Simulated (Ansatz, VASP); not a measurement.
## Os: VASP beside Ansatz

File POSCAR:

```
Os
1.0
    0.0000000000      1.9665004845      1.9665004845
    1.9665004845      0.0000000000      1.9665004845
    1.9665004845      1.9665004845      0.0000000000
Os
1
Direct
    0.0000000000      0.0000000000      0.0000000000
```

File INCAR.step1:

```
SYSTEM = Os
PREC = Accurate ; ENCUT = 520
ISMEAR = -1 ; SIGMA = 0.1
LREAL = .False. ; LASPH = .True.
NELM = 80 ; NBANDS = 10
GGA = PE ; ALGO = Normal
EDIFF = 1E-4 ; LWAVE = .True.
LCHARG = .False.
```

The input INCAR.step2:

```
SYSTEM = Os
PREC = Accurate ; ENCUT = 520
EDIFF = 1E-7 ; ISMEAR = -1
SIGMA = 0.1 ; LREAL = .False.
LASPH = .True. ; NELM = 80
ALGO = Normal ; ISIF = 2
LWAVE = .False. ; LCHARG = .True.
METAGGA = R2SCAN ; LMIXTAU = .True.
LELF = .True. ; LVHAR = .True.
NBANDS = 10 ; ISTART = 1
```

Contents of KPOINTS:

```
Automatic mesh
0
Gamma
  16 16 16
  0 0 0
```

Input for Ansatz:

```yaml
crystal:
  lattice:
    - [0.0, 1.9665004845, 1.9665004845]
    - [1.9665004845, 0.0, 1.9665004845]
    - [1.9665004845, 1.9665004845, 0.0]
  atoms:
    - { symbol: Os, position: [0.0, 0.0, 0.0] }
hamiltonian:
  xc: r2scan
  pseudopotentials:
    kind: paw
    azcp:
      Os: "pseudopotentials/Os.paw.azcp"
basis:
  ecutwfc: 500
  fft_grid_basis: typed
kpoints:
  mp_grid: { grid: [16, 16, 16], shift: [0, 0, 0] }
magnetization:
  spin_polarized: false
scf:
  occupations: { method: fermi_dirac, width: 0.1 }
  lower_state_search: "off"
output:
  stress: true
  write_density: true
  write_potential: true
  elf: true
  volumetric_format: npy
```

Alike in both runs: task single point; functional r2SCAN; k mesh 16 × 16 × 16; occupations fermi-dirac, width 0.1 eV; no spin polarisation.

```csv
,VASP,Ansatz
version,VASP 6.6.1,Ansatz 0.2.0
potentials or method,"VASP PAW PBE potentials, release 64 (Os), cutoff 520 eV","plane waves (500 eV) with PAW, scalar-relativistic"
valence electrons in the cell,8,16
```

```csv
,VASP,Ansatz,Ansatz less VASP
pressure (GPa),-26.7,-27.0,-0.31
```

VASP's potentials were made for PBE, not for r2SCAN. With one functional, cell and mesh, what is left measures potentials, basis and numerics. VASP's potentials hold 8 valence electrons a cell and Ansatz's 16, so a difference there can come from the potentials and not from the codes.

Spin-orbit coupling is off throughout.
